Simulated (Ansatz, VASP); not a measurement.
# TaSbSe: VASP beside Ansatz

Contents of INCAR:

```
PREC = Accurate
ENCUT = 600
EDIFF = 1E-6
ISMEAR = -1
SIGMA = 0.05
LREAL = False
LASPH = True
NELM = 80
ALGO = Normal
ISIF = 3
LWAVE = False
LCHARG = False
GGA = CA
IBRION = 2
NSW = 60
EDIFFG = -0.01
```

File KPOINTS:

```
regular mesh
0
Gamma
  7 7 5
```

Contents of POSCAR:

```
TaSbSe
1.0
    3.6296100000      0.0000000000      0.0000000000
    0.0000000000      3.6296100000      0.0000000000
    0.0000000000      0.0000000000      5.6345500000
Ta Sb Se
1 1 1
Direct
    0.0000000000      0.0000000000      0.0000000000
    0.0000000000      0.0000000000      0.5000000000
    0.5000000000      0.5000000000      0.0000000000
```

Contents of input.yaml:

```yaml
crystal:
  lattice:
    - [3.62961, 0.0, 0.0]
    - [0.0, 3.62961, 0.0]
    - [0.0, 0.0, 5.63455]
  atoms:
    - { symbol: Ta, position: [0.0, 0.0, 0.0] }
    - { symbol: Sb, position: [0.0, 0.0, 0.5] }
    - { symbol: Se, position: [0.5, 0.5, 0.0] }
hamiltonian:
  xc: lda
  pseudopotentials: { kind: paw }
kpoints:
  mp_grid: { grid: [7, 7, 5] }
scf:
  occupations: { method: fermi_dirac, width: 0.05 }
output:
  forces: true
  stress: true
  eigenvalues: true
relax:
  f_tol: 0.01
  max_steps: 40
  cell: { stress_tol: 0.05 }
```

Alike in both runs: task relaxation of cell and atoms; functional LDA; k mesh 7 × 7 × 5; occupations fermi-dirac, width 0.05 eV; no spin polarisation.

|  | VASP | Ansatz |
| --- | --- | --- |
| version | VASP 6.6.1 | Ansatz 0.2.0 |
| potentials or method | VASP PAW LDA potentials, release 64 (Ta_pv, Sb, Se) | Ansatz PAW |
| plane-wave cutoff (eV) | 600 | 420 |
| valence electrons in the cell | 22 | 44 |

Ansatz gave:

| Property | Result |
| --- | --- |
| gap on the k mesh at the Fermi level, each at its own relaxed structure (eV) | none |
| relaxed volume (Å³/atom) | 23.28 |
| relaxed cell length with the largest relative difference (Å) | 3.552 |

Q: Estimate VASP's values.

A: gap on the k mesh at the Fermi level, each at its own relaxed structure (eV): none; relaxed volume (Å³/atom): 23.36; relaxed cell length with the largest relative difference (Å): 3.557.

LDA's correlation is that of Perdew and Zunger in VASP and of Perdew and Wang (1992) in Ansatz. A gap of «none» marks a metal or a gap that the smearing closes. VASP's potentials hold 22 valence electrons a cell and Ansatz's 44, so a difference there can come from the potentials and not from the codes.

Neither program's run includes spin-orbit coupling. Noted on Ansatz's run: the plane-wave basis is chosen anew once the cell has moved, so the energies of steps on either side of that aren't comparable.
